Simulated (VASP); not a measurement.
Write the native input for VASP 6.6.1 that does the following.

* Task: single point
* Functional: HSE06
* Potentials or basis: VASP PAW PBE potentials, release 64 (Ag, Br)
* Cutoff: 400 eV
* k mesh: 6 × 6 × 6
* Occupations: gaussian, width 0.01 eV
* Spin: no spin polarisation
* Dipole correction: no
* Grid for exact exchange (PRECFOCK): Normal
* Further INCAR settings: ALGO = Normal; EDIFF = 1e-06; NBANDS = 16
* Share of exact exchange: 0.25
* Screening parameter: 0.2079 1/Å

Crystal: AgBr.

```xyz
2
Lattice="0.0000 2.8927 2.8927 2.8927 0.0000 2.8927 2.8927 2.8927 0.0000" Properties=species:S:1:pos:R:3 pbc="T T T"
Ag    0.0000    0.0000    0.0000
Br    2.8927    2.8927    2.8927
```

The input as run:

POSCAR

```
AgBr
1.0
    0.0000000000      2.8927333520      2.8927333520
    2.8927333520      0.0000000000      2.8927333520
    2.8927333520      2.8927333520      0.0000000000
Ag Br
1 1
Direct
    0.0000000000      0.0000000000      0.0000000000
    0.5000000000      0.5000000000      0.5000000000
```

INCAR.step1

```
SYSTEM = AgBr
PREC = Accurate
ENCUT = 400
EDIFF = 1E-5
ISMEAR = 0
SIGMA = 0.01
LREAL = .FALSE.
LASPH = .TRUE.
NELM = 120
ALGO = Normal
ISIF = 2
LWAVE = .TRUE.
GGA = PE
NBANDS = 16
GGA_COMPAT = .FALSE.
```

INCAR.step2

```
SYSTEM = AgBr
PREC = Accurate
ENCUT = 400
EDIFF = 1E-6
ISMEAR = 0
SIGMA = 0.01
LREAL = .FALSE.
LASPH = .TRUE.
NELM = 120
ALGO = Normal
ISIF = 2
LWAVE = .FALSE.
LCHARG = .TRUE.
GGA = PE
LHFCALC = .TRUE.
HFSCREEN = 0.2079
PRECFOCK = Normal
LELF = .TRUE.
LVHAR = .TRUE.
ISTART = 1
NBANDS = 16
GGA_COMPAT = .FALSE.
```

KPOINTS

```
regular mesh
0
G
  6 6 6
  0 0 0
```

Potentials or basis: VASP PAW PBE potentials, release 64 (Ag, Br).

The run is started by

```console
$ cat potpaw_PBE.64/Ag/POTCAR potpaw_PBE.64/Br/POTCAR > POTCAR
$ cp INCAR.step1 INCAR
$ mpirun -np 1 vasp_std > vasp.out
$ cp INCAR.step2 INCAR
$ mpirun -np 1 vasp_std > vasp.out
```

It gave:

```
Pressure               : 0.6 GPa
Band gap on the k mesh : 2.01 eV (least direct gap 3.76 eV)
```

Caveat: the PAW data sets were made with another functional, which shifts forces and pressure a little.

It took 61 min on 1 thread of Oxide Virtual Turin-like Processor, with other jobs on the host, peak memory 0.25 GiB.
